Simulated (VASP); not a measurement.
# As (R-3m) in VASP: a series of runs, part 2 of 3

VASP 6.6.1.

## 3. Electric field gradients, PBE

The input, INCAR:

```
SYSTEM = As
ALGO = Normal ; EDIFF = 1E-8
ENCUT = 520 ; GGA = PE
GGA_COMPAT = .False. ; ISIF = 2
ISMEAR = -1 ; LASPH = .True.
LCHARG = .False. ; LEFG = .True.
LREAL = .False. ; LWAVE = .False.
NBANDS = 22 ; NELM = 120
PREC = Accurate ; SIGMA = 0.05
```

The input, KPOINTS:

```
k-points
0
Gamma
  4 4 4
  0 0 0
```

The input, POSCAR:

```
As
1.0
    1.8797494575      1.0852738553      3.4857700000
   -1.8797494575      1.0852738553      3.4857700000
    0.0000000000     -2.1705477106      3.4857700000
As
2
Direct
    0.2275400000      0.2275400000      0.2275400000
    0.7724600000      0.7724600000      0.7724600000
```

Potentials or basis: VASP PAW PBE potentials, release 64 (As_d).

Run with:

```
cat potpaw_PBE.64/As_d/POTCAR > POTCAR
mpirun -np 1 vasp_std > vasp.out
```

OUTCAR:

```text
SYSTEM = As
   EDIFF = 1E-8
   ENCUT = 520
   GGA = PE
   ISIF = 2
   ISMEAR = -1
   LASPH = .True.
   LREAL = .False.
   NELM = 120
   PREC = Accurate

 ion  position               nearest neighbor table
   1  0.228  0.228  0.228-   2 2.52   2 2.52   2 2.52
   2  0.772  0.772  0.772-   1 2.52   1 2.52   1 2.52

  LATTYP: Found a trigonal (rhomboedric) cell.
 ALAT       =     4.1063207202
 COS(alpha) =     0.5808936906

  Lattice vectors:

 A1 = (   1.8797494575,   1.0852738553,   3.4857700000)
 A2 = (  -1.8797494575,   1.0852738553,   3.4857700000)
 A3 = (   0.0000000000,  -2.1705477106,   3.4857700000)

Analysis of symmetry for initial positions (statically):
=====================================================================
 Subroutine PRICEL returns:
 Original cell was already a primitive cell.

 Routine SETGRP: Setting up the symmetry group for a
 trigonal (rhombohedral) supercell.

 Subroutine GETGRP returns: Found 12 space group operations
 (whereof 12 operations were pure point group operations)
 out of a pool of 12 trial point group operations.

The static configuration has the point symmetry D_3d.

Analysis of symmetry for dynamics (positions and initial velocities):
=====================================================================
 Subroutine PRICEL returns:
 Original cell was already a primitive cell.

 Routine SETGRP: Setting up the symmetry group for a
 trigonal (rhombohedral) supercell.

 Subroutine GETGRP returns: Found 12 space group operations
 (whereof 12 operations were pure point group operations)
 out of a pool of 12 trial point group operations.

The dynamic configuration has the point symmetry D_3d.

 Subroutine INISYM returns: Found 12 space group operations
 (whereof 12 operations are pure point group operations),
 and found     1 'primitive' translations

----------------------------------------------------------------------------------------

                                     Primitive cell

  volume of cell :      42.6667

  direct lattice vectors                    reciprocal lattice vectors
     1.879749457  1.085273855  3.485770000     0.265992895  0.153571070  0.095626887
    -1.879749457  1.085273855  3.485770000    -0.265992895  0.153571070  0.095626887
     0.000000000 -2.170547711  3.485770000     0.000000000 -0.307142139  0.095626887

  length of vectors
     4.106320720  4.106320720  4.106320720     0.321684310  0.321684310  0.321684310

  position of ions in fractional coordinates (direct lattice)
     0.227540000  0.227540000  0.227540000
     0.772460000  0.772460000  0.772460000

  ion indices of the primitive-cell ions
   primitive index   ion index
                 1           1
                 2           2

----------------------------------------------------------------------------------------

 KPOINTS: k-points

Automatic generation of k-mesh.
[... 57 lines left out ...]
   NSW    =      0    number of steps for IOM
   IBRION =     -1    ionic relax: 0-MD 1-quasi-New 2-CG
   NFREE  =      0    steps in history (QN), initial steepest desc. (CG)
   ISIF   =      2    stress and relaxation
   ISYM   =      2    0-nonsym 1-usesym 2-fastsym
   POTIM  = 0.5000    time-step for ionic-motion
   TEBEG  =    0.0;   TEEND  =   0.0 temperature during run
   PSTRESS=    0.0 pullay stress
   NELECT =      30.0000    total number of electrons
   NUPDOWN=      -1.0000    fix difference up-down
   EMIN   =  10.00;   EMAX   =-10.00  energy-range for DOS
   EFERMI =   0.00;   METHOD = LEGACY
   ISMEAR =    -1;   SIGMA  =   0.05  broadening in eV -4-tet -1-fermi 0-gaus
   EFERMI_NEDOS =   21; number of points for ismear=-14 and -15
   IALGO  =     38    algorithm
   IMIX   =      4    mixing-type and parameters
     AMIX     =   0.40;   BMIX     =  1.00
     AMIX_MAG =   1.60;   BMIX_MAG =  1.00
  volume/ion in A,a.u.               =      21.33       143.96
  Fermi-wavevector in a.u.,A,eV,Ry     =   1.455746  2.750960 28.833402  2.119195
  Thomas-Fermi vector in A             =   2.572744
   LORBIT       =      0    0 simple, 1 ext, 2 COOP (PROOUT), +10 PAW based schemes
   GGA     = PE    functional components
   LHFCALC =     F    Hartree Fock is set to
   AEXX    =    0.0000 exact exchange contribution
   IVDW    =     0    specifies the selected vdW correction
   LEPSILON=     F    determine dielectric tensor
   LRPA    =     F    only Hartree local field effects (RPA)
 non-spin polarized calculation
  energy-cutoff  :      520.00
  volume of cell :       42.67
 maximum number of plane-waves:      1162
 NGX is ok and might be reduce to    32
   NGX = 15   NGY = 15   NGZ = 15

 number of electron      30.0000001 magnetization

 Free energy of the ion-electron system (eV)
  ---------------------------------------------------
  ext. energy  EPLUGINS =         0.00000000
  ---------------------------------------------------
  free energy    TOTEN  =        -9.40881067 eV

  energy without entropy =       -9.40306345  energy(sigma->0) =       -9.40593706

 E-fermi :   3.5441     XC(G=0): -10.7166

 val. band max:        3.4959389472   @ k =   0.5000   0.0000   0.0000
 cond. band min:       3.5901552496   @ k =   0.5000   0.0000   0.0000
 fundamental gap:      0.0942163024
 Fermi energy:         3.5440658949

 k-point     1 :       0.0000    0.0000    0.0000
  band No.  band energies     occupation
      1     -32.4268      2.00000
      2     -32.4268      2.00000
      3     -32.3806      2.00000
      4     -32.3806      2.00000
      5     -32.3524      2.00000
      6     -32.3128      2.00000
[... 314 lines left out ...]
     21      14.4997      0.00000
     22      15.5537      0.00000

------------------------ aborting loop because EDIFF is reached ----------------------------------------

  FORCE on cell =-STRESS in cart. coord.  units (eV):
  Direction    XX          YY          ZZ          XY          YZ          ZX
  --------------------------------------------------------------------------------------
  -------------------------------------------------------------------------------------
  Total        1.3539470      1.3539470      0.2442897      0.0000000      0.0000000      0.0000000
  in kB       50.8420406     50.8420406      9.1733184      0.0000000      0.0000000      0.0000000
  external PRESSURE =      36.9524665 kB  Pullay stress =       0.0000000 kB

 VOLUME and BASIS-vectors are now :
 -----------------------------------------------------------------------------
  energy-cutoff  :      520.00
  volume of cell :       42.67
      direct lattice vectors                 reciprocal lattice vectors
     1.879749457  1.085273855  3.485770000     0.265992895  0.153571070  0.095626887
    -1.879749457  1.085273855  3.485770000    -0.265992895  0.153571070  0.095626887
     0.000000000 -2.170547711  3.485770000     0.000000000 -0.307142139  0.095626887

 POSITION                                       TOTAL-FORCE (eV/Angst)
 -----------------------------------------------------------------------------------
      0.00000      0.00000      2.37946         0.000000      0.000000     -0.119792
      0.00000      0.00000      8.07785         0.000000      0.000000      0.119792
 -----------------------------------------------------------------------------------
    total drift:                               -0.000000      0.000000     -0.000000

  FREE ENERGIE OF THE ION-ELECTRON SYSTEM (eV)
  ---------------------------------------------------
  free  energy   TOTEN  =        -9.4088106706 eV

  energy  without entropy=       -9.4030634470  energy(sigma->0) =       -9.40593706

 Electric field gradients (V/A^2)
---------------------------------------------------------------------
 ion       V_xx      V_yy      V_zz      V_xy      V_xz      V_yz
---------------------------------------------------------------------
   1      18.762    18.762   -37.524    -0.000     0.000    -0.000
   2      18.762    18.762   -37.524    -0.000     0.000    -0.000
---------------------------------------------------------------------

 Electric field gradients after diagonalization (V/A^2)
 (convention: |V_zz| > |V_xx| > |V_yy|)
----------------------------------------------------------------------
 ion       V_xx      V_yy      V_zz     asymmetry (V_yy - V_xx)/ V_zz
----------------------------------------------------------------------
   1      18.762    18.762   -37.524       0.000
   2      18.762    18.762   -37.524       0.000
----------------------------------------------------------------------

           NMR quadrupolar parameters

 Cq : quadrupolar parameter    Cq=e*Q*V_zz/h
 eta: asymmetry parameters     (V_yy - V_xx)/ V_zz
 Q  : nuclear electric quadrupole moment in mb (millibarn)
----------------------------------------------------------------------
 ion       Cq(MHz)       eta       Q (mb)
----------------------------------------------------------------------
   1      -0.091       0.000       1.000
   2      -0.091       0.000       1.000
----------------------------------------------------------------------
```

OSZICAR:

```text
N       E                     dE             d eps       ncg     rms          rms(c)
DAV:   1     0.206122073012E+03    0.20612E+03   -0.13219E+04   754   0.665E+03
DAV:   2     0.198277922749E+02   -0.18629E+03   -0.17726E+03   572   0.943E+02
DAV:   3    -0.801085028929E+01   -0.27839E+02   -0.27348E+02   614   0.150E+02
DAV:   4    -0.940285722132E+01   -0.13920E+01   -0.13893E+01   680   0.387E+01
DAV:   5    -0.942931872281E+01   -0.26462E-01   -0.26461E-01   632   0.661E+00    0.397E+00
DAV:   6    -0.941564260802E+01    0.13676E-01   -0.94921E-03   672   0.114E+00    0.234E+00
DAV:   7    -0.940850710528E+01    0.71355E-02   -0.11378E-02   864   0.987E-01    0.102E-01
DAV:   8    -0.940878936414E+01   -0.28226E-03   -0.14089E-03   644   0.403E-01    0.190E-02
DAV:   9    -0.940880677872E+01   -0.17415E-04   -0.37965E-05   704   0.578E-02    0.962E-03
DAV:  10    -0.940881061638E+01   -0.38377E-05   -0.56364E-06   680   0.267E-02    0.208E-03
DAV:  11    -0.940881063131E+01   -0.14930E-07   -0.38011E-07   662   0.798E-03    0.125E-03
DAV:  12    -0.940881066994E+01   -0.38625E-07   -0.72212E-08   736   0.448E-03    0.210E-04
DAV:  13    -0.940881067056E+01   -0.62846E-09   -0.47280E-09   464   0.683E-04
   1 F= -.94088107E+01 E0= -.94059371E+01  d E =-.574722E-02
```

Wall time 13 s (1 thread of AMD EPYC 7R13 (Zen 3), shared host); peak memory 0.14 GiB.

What came out:

* Free energy: -9.4088 eV
* Pressure: 3.7 GPa
* Largest force: 0.120 eV/Å
* Band gap on the k mesh: 0.09 eV, direct

Forces in eV/Å, atoms in the order of the input:
```
As   0.000  0.000 -0.120
As   0.000  0.000  0.120
```

Levels at points of the mesh, in eV from the valence-band top:
```csv
k point,band 12,band 13,band 14,band 15,band 16,band 17,band 18,band 19
"(0.00, 0.00, 0.00)",-5.41,-2.18,-1.62,-1.62,2.20,3.36,3.36,7.20
"(0.50, 0.00, 0.00)",-10.77,-2.37,-2.36,0.00,0.09,0.64,1.61,9.44
"(0.50, 0.50, 0.00)",-9.28,-5.72,-3.92,-3.76,1.91,5.88,7.20,7.74
"(0.50, 0.50, 0.50)",-9.78,-1.33,-1.33,-0.14,1.07,1.07,2.13,8.53
```

Electric field gradients, principal values (V/Å²):
```
atom   least  middle  greatest (by size)
1 As  18.762  18.762             -37.524
2 As  18.762  18.762             -37.524
```

Caveat: the k points lie up to 0.51 Å⁻¹ apart; without QUAD_EFG the Cq values of the log hold for a quadrupole moment of 1 mb, not for the nuclei. A k mesh can miss the band edges.

## 4. Electric field gradients, PBEsol

The input, INCAR:

```
  ALGO = Normal
  EDIFF = 1E-8
  ENCUT = 400
  GGA = PS
  GGA_COMPAT = False
  ISIF = 2
  ISMEAR = -1
  LASPH = True
  LCHARG = False
  LEFG = True
  LREAL = False
  LWAVE = False
  NBANDS = 12
  NELM = 120
  PREC = Accurate
  SIGMA = 0.05
```

The input, KPOINTS:

```
k-points
0
Gamma
  13 13 13
```

POSCAR is that of step 3.

Potentials or basis: VASP PAW PBE potentials, release 64 (As).

Run with:

```
cat potpaw_PBE.64/As/POTCAR > POTCAR
mpirun -np 1 vasp_std > vasp.out
```

OUTCAR:

```text
EDIFF = 1E-8
   ENCUT = 400
   GGA = PS
   ISIF = 2
   ISMEAR = -1
   LASPH = True
   LREAL = False
   NELM = 120
   PREC = Accurate

 ion  position               nearest neighbor table
   1  0.228  0.228  0.228-   2 2.52   2 2.52   2 2.52
   2  0.772  0.772  0.772-   1 2.52   1 2.52   1 2.52

  LATTYP: Found a trigonal (rhomboedric) cell.
 ALAT       =     4.1063207202
 COS(alpha) =     0.5808936906

  Lattice vectors:

 A1 = (   1.8797494575,   1.0852738553,   3.4857700000)
 A2 = (  -1.8797494575,   1.0852738553,   3.4857700000)
 A3 = (   0.0000000000,  -2.1705477106,   3.4857700000)

[... 570 lines left out ...]
  free  energy   TOTEN  =       -10.2058293557 eV

  energy  without entropy=      -10.2047890226  energy(sigma->0) =      -10.20530919

 Electric field gradients (V/A^2)
---------------------------------------------------------------------
 ion       V_xx      V_yy      V_zz      V_xy      V_xz      V_yz
---------------------------------------------------------------------
   1      22.591    22.591   -45.182    -0.000     0.000    -0.000
   2      22.591    22.591   -45.182     0.000     0.000    -0.000
---------------------------------------------------------------------

 Electric field gradients after diagonalization (V/A^2)
 (convention: |V_zz| > |V_xx| > |V_yy|)
----------------------------------------------------------------------
 ion       V_xx      V_yy      V_zz     asymmetry (V_yy - V_xx)/ V_zz
----------------------------------------------------------------------
   1      22.591    22.591   -45.182       0.000
   2      22.591    22.591   -45.182       0.000
----------------------------------------------------------------------

           NMR quadrupolar parameters

 Cq : quadrupolar parameter    Cq=e*Q*V_zz/h
 eta: asymmetry parameters     (V_yy - V_xx)/ V_zz
 Q  : nuclear electric quadrupole moment in mb (millibarn)
----------------------------------------------------------------------
 ion       Cq(MHz)       eta       Q (mb)
----------------------------------------------------------------------
   1      -0.109       0.000       1.000
   2      -0.109       0.000       1.000
----------------------------------------------------------------------
```

OSZICAR:

```text
N       E                     dE             d eps       ncg     rms          rms(c)
DAV:   1     0.223674691686E+02    0.22367E+02   -0.35911E+03  5552   0.561E+02
DAV:   2    -0.898400058616E+01   -0.31351E+02   -0.29933E+02  7556   0.100E+02
DAV:   3    -0.102340009113E+02   -0.12500E+01   -0.12434E+01  6972   0.204E+01
DAV:   4    -0.102392307060E+02   -0.52298E-02   -0.52295E-02  6220   0.154E+00
DAV:   5    -0.102392432472E+02   -0.12541E-04   -0.12541E-04  6984   0.792E-02    0.341E+00
DAV:   6    -0.102177569504E+02    0.21486E-01   -0.57674E-03  6216   0.416E-01    0.203E+00
DAV:   7    -0.102057938043E+02    0.11963E-01   -0.12691E-02  6292   0.633E-01    0.676E-02
DAV:   8    -0.102058154866E+02   -0.21682E-04   -0.37611E-04  6452   0.118E-01    0.232E-02
DAV:   9    -0.102058299008E+02   -0.14414E-04   -0.28117E-05  6832   0.315E-02    0.118E-02
DAV:  10    -0.102058293798E+02    0.52096E-06   -0.20143E-06  6540   0.780E-03    0.312E-03
DAV:  11    -0.102058293588E+02    0.21017E-07   -0.28761E-07  6584   0.342E-03    0.669E-04
DAV:  12    -0.102058293412E+02    0.17619E-07   -0.25115E-08  6648   0.798E-04    0.182E-04
DAV:  13    -0.102058293587E+02   -0.17559E-07   -0.15745E-09  3528   0.226E-04    0.701E-05
DAV:  14    -0.102058293557E+02    0.30342E-08   -0.31108E-10  3188   0.111E-04
   1 F= -.10205829E+02 E0= -.10205309E+02  d E =-.104033E-02
```

Run time: 88 s. Hardware: 1 thread of Intel Xeon 6975P-C, shared host; peak memory 0.2 GiB.

Results:

```
Free energy            : -10.2058 eV
Pressure               : 0.5 GPa
Largest force          : 0.243 eV/Å
Band gap on the k mesh : zero (band 5 reaches 5.63 eV, above the bottom of band 6 at 5.27 eV)
```

Forces in eV/Å, atoms in the order of the input:
```
As   0.000  0.000  0.243
As   0.000  0.000 -0.243
```

Levels at points of the mesh, in eV from the Fermi level:
```csv
k point,band 2,band 3,band 4,band 5,band 6,band 7,band 8,band 9
"(0.00, 0.00, 0.00)",-5.81,-2.60,-2.06,-2.06,1.67,2.89,2.89,6.67
```

Electric field gradients, principal values (V/Å²):
```
atom   least  middle  greatest (by size)
1 As  22.591  22.591             -45.182
2 As  22.591  22.591             -45.182
```

Caveat: without QUAD_EFG the Cq values of the log hold for a quadrupole moment of 1 mb, not for the nuclei; the PAW data sets were made with another functional, which shifts forces and pressure a little.

(Part 2 of 3 ends here.)
